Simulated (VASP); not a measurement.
## Pd: single point with r2SCAN

Crystal: Pd.

```
Pd
1.0
     0.00000    1.95677    1.95677
     1.95677    0.00000    1.95677
     1.95677    1.95677    0.00000
Pd
1
Direct
  0.00000 0.00000 0.00000
```

```yaml
Program: VASP 6.6.1
Task: single point
Functional: r2SCAN
Potentials_or_basis: VASP PAW PBE potentials, release 64 (Pd)
Cutoff: 520 eV
k_mesh: 14 × 14 × 14
Occupations: fermi-dirac, width 0.1 eV
Spin: collinear spin, ferromagnetic start
Starting_moments: "[0.436] μB"
Dipole_correction: no
Further_INCAR_settings: ALGO = Normal; EDIFF = 1e-07; NBANDS = 15
```

```json
{
 "Pressure": "0.8 GPa",
 "Net moment": "0.41 μB per cell",
 "Site moments": "Pd +0.42 μB",
 "Valence electrons inside the program's atomic spheres": "Pd 9.45"
}
```

Levels at points of the mesh, in eV from the Fermi level:
Spin up:
```
           k point  band 1  band 2  band 3  band 4  band 5  band 6  band 7  band 8  band 9  band 10
(0.00, 0.00, 0.00)   -7.15   -3.17   -3.17   -3.17   -1.53   -1.53   17.93   21.87   22.81    22.81
(0.50, 0.00, 0.00)   -5.54   -3.18   -3.18   -0.36   -0.36    1.25    7.35   17.32   21.83    21.83
(0.50, 0.50, 0.00)   -5.59   -5.41   -0.36   -0.07   -0.07    3.57   10.96   13.73   13.73    21.46
```
Spin down:
```
           k point  band 3  band 4  band 5  band 6  band 7  band 8
(0.00, 0.00, 0.00)   -2.70   -2.70   -1.20   -1.20   17.92   22.82
(0.50, 0.00, 0.00)   -2.82    0.11    0.11    1.21    7.64   17.30
(0.50, 0.50, 0.00)   -0.01    0.49    0.49    3.56   11.15   13.77
```

Run time: 9.7 min on 1 thread of AMD EPYC 7R13 Processor (Zen 3), on a shared host, peak memory 0.16 GiB.

Caveat: the PAW data sets were made with another functional, which shifts forces and pressure a little.
